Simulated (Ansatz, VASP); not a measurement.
## O: VASP beside Ansatz

File POSCAR:

```
O
1.0
    1.4428493771      0.8330294762      3.3167950498
   -1.4428493771      0.8330294762      3.3167950498
    0.0000000000     -1.6660589525      3.3167950498
O
2
Direct
    0.0577000000      0.0577000000      0.0577000000
    0.9423000000      0.9423000000      0.9423000000
```

Contents of INCAR.step1:

```
PREC = Accurate
ENCUT = 520
ISMEAR = 0
SIGMA = 0.05
LREAL = F
LASPH = T
NELM = 150
ISPIN = 2
MAGMOM = 0.61 0.61
NBANDS = 17
GGA = PE
ALGO = Normal
EDIFF = 1E-4
LWAVE = T
LCHARG = F
```

File INCAR.step2:

```
PREC = Accurate
ENCUT = 520
EDIFF = 1E-7
ISMEAR = 0
SIGMA = 0.05
LREAL = F
LASPH = T
NELM = 150
ALGO = Normal
ISIF = 2
LWAVE = F
LCHARG = F
ISPIN = 2
MAGMOM = 0.61 0.61
LORBIT = 11
METAGGA = R2SCAN
LMIXTAU = T
NBANDS = 17
ISTART = 1
```

Contents of KPOINTS:

```
regular mesh
0
Gamma
  12 12 12
```

Input for Ansatz:

```yaml
crystal:
  lattice:
    - [1.4428493771, 0.8330294762, 3.3167950498]
    - [-1.4428493771, 0.8330294762, 3.3167950498]
    - [0.0, -1.6660589525, 3.3167950498]
  atoms:
    - { symbol: O, position: [0.0577, 0.0577, 0.0577], spin: 0.61 }
    - { symbol: O, position: [0.9423, 0.9423, 0.9423], spin: 0.61 }
basis:
  ecutwfc: 500
kpoints:
  mp_grid: { grid: [12, 12, 12] }
hamiltonian:
  xc: r2scan
scf:
  occupations: { method: gaussian, width: 0.05 }
output:
  forces: true
  stress: true
  eigenvalues: true
  populations: true
magnetization:
  spin_polarized: true
```

Alike in both runs: task single point; functional r2SCAN; k mesh 12 × 12 × 12; occupations gaussian, width 0.05 eV; collinear spin.

```csv
,VASP,Ansatz
version,VASP 6.6.1,Ansatz 0.2.0
potentials or method,"VASP PAW PBE potentials, release 64 (O), cutoff 520 eV","scalar-relativistic, plane waves, PAW"
valence electrons in the cell,12,12
```

```tsv
	VASP	Ansatz	Ansatz less VASP
gap on the k mesh at the Fermi level (eV)	1.14	1.10	-0.041
least direct gap on the mesh (eV)	1.29	1.25	-0.041
pressure (GPa)	26.0	20.3	-5.65
traceless stress, the component that is largest in VASP (GPa)	39.38	27.04	-12.339
rms of the force components (eV/Å)	4.450	3.037	-1.4131
net moment per atom (μB)	1.00	1.00	0.000
size of the moment on the site where the two differ most (μB)	0.82	0.53	-0.288
```

VASP's potentials were made for PBE, not for r2SCAN. Site moments also hang on the region over which each program counts them. Atom by atom the forces differ by 1.413 eV/Å (rms over components). Ansatz's warnings: stability check not made.

Noted on VASP's run: the standard files for N, O and F lose accuracy on very short bonds.
